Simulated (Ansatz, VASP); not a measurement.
CdTe: VASP beside Ansatz

```
Te Cd
1.0
     4.53255    0.00000    0.00000
     2.26628    3.92531    0.00000
     2.26628    1.30844    3.70082
Te Cd
1 1
Direct
  0.75000 0.75000 0.75000
  0.00000 0.00000 0.00000
```

Alike in both runs: task single point; functional r2SCAN; dispersion rVV10; k mesh 7 × 7 × 7; occupations tetrahedron; no spin polarisation.

|  | VASP | Ansatz |
| --- | --- | --- |
| version | VASP 6.6.1 | Ansatz 0.2.0 |
| potentials or method | VASP PAW PBE potentials, release 64 (Te, Cd), cutoff 520 eV | all-electron PAW datasets made for the crystal |

VASP gave:

| Quantity | Value |
| --- | --- |
| gap on the k mesh at the Fermi level (eV) | 1.34 |
| least direct gap on the mesh (eV) | 1.34 |
| pressure (GPa) | 2.7 |

Which values does Ansatz return?

gap on the k mesh at the Fermi level (eV): 1.35; least direct gap on the mesh (eV): 1.35; pressure (GPa): 2.4.

VASP's potentials were made for PBE, not for r2SCAN. Ansatz ran all-electron here, and VASP with PAW potentials.

Neither program's run includes spin-orbit coupling.
